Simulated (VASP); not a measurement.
Input of a VASP 6.6.1 run:

Contents of INCAR:

```
  ALGO = Normal
  EDIFF = 1E-6
  ENCUT = 520
  GGA = PE
  ISIF = 2
  ISMEAR = 0
  LASPH = T
  LCHARG = T
  LELF = T
  LREAL = F
  LVHAR = T
  LWAVE = F
  NBANDS = 25
  NELM = 100
  PREC = Accurate
  SIGMA = 0.1
```

File KPOINTS:

```
k-points
0
Gamma
  10 10 6
```

File POSCAR:

```
ScAl2P3
1.0
    3.6093850331      0.0000000000      0.0000000000
    0.0000000000      3.6093850331      0.0000000000
    0.0000000000      0.0000000000      7.7858827643
Sc Al P
1 2 3
Direct
    0.0000000000      0.0000000000      0.0000000000
    0.0000000000      0.5000000000      0.6479346793
    0.5000000000      0.0000000000      0.3520653207
    0.0000000000      0.5000000000      0.3254076603
    0.5000000000      0.0000000000      0.6745923397
    0.5000000000      0.5000000000      0.0000000000
```

Potentials or basis: VASP PAW PBE potentials, release 64 (Sc_sv, Al, P).

The run is started by

```console
$ cat potpaw_PBE.64/Sc_sv/POTCAR potpaw_PBE.64/Al/POTCAR potpaw_PBE.64/P/POTCAR > POTCAR
$ mpirun -np 1 vasp_std > vasp.out
```

**Question.** Estimate the largest force.

**Answer.** 0.007 eV/Å.

**Question.** Predict the band gap on the k mesh.

**Answer.** Zero (band 16 reaches 8.18 eV, above the bottom of band 17 at 5.71 eV).

**Question.** Estimate the pressure.

**Answer.** 0.0 GPa.

Forces on the atoms (eV/Å):
```
Sc   0.000  0.000  0.000
Al   0.000  0.000 -0.007
Al   0.000  0.000  0.007
P    0.000  0.000  0.002
P    0.000  0.000 -0.002
P    0.000  0.000  0.000
```
